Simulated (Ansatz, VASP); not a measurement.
**Two plane-wave programs on Sn2As2Se**

```
Sn As Se
1.0
    -2.95989    2.95989    3.85555
     2.95989   -2.95989    3.85555
     2.95989    2.95989   -3.85555
Sn As Se
2 2 1
Direct
  0.75000 0.25000 0.50000
  0.25000 0.75000 0.50000
  0.25439 0.25439 0.00000
  0.74561 0.74561 0.00000
  0.50000 0.50000 0.00000
```

Alike in both runs: task relaxation of cell and atoms; functional PBE; k mesh 4 × 4 × 4; occupations gaussian, width 0.1 eV; no spin polarisation.

```csv
,VASP,Ansatz
version,VASP 6.6.1,Ansatz 0.2.0
potentials or method,"VASP PAW PBE potentials, release 64 (Sn_d, As, Se), cutoff 600 eV","scalar-relativistic, plane waves, PAW"
valence electrons in the cell,44,74
```

VASP gave:

- gap on the k mesh at the Fermi level, each at its own relaxed structure (eV): none
- relaxed volume (Å³/atom): 25.07
- relaxed length of the cell vector where the two differ most in proportion (Å): 5.856

Problem. What did Ansatz give for the same quantities?

Solution. gap on the k mesh at the Fermi level, each at its own relaxed structure (eV): none; relaxed volume (Å³/atom): 25.28; relaxed length of the cell vector where the two differ most in proportion (Å): 5.728.

A gap of «none» marks a metal or a gap that the smearing closes. VASP's potentials hold 44 valence electrons a cell and Ansatz's 74, so a difference there can come from the potentials and not from the codes.

The k mesh is coarse, so the values compare programs but aren't converged.
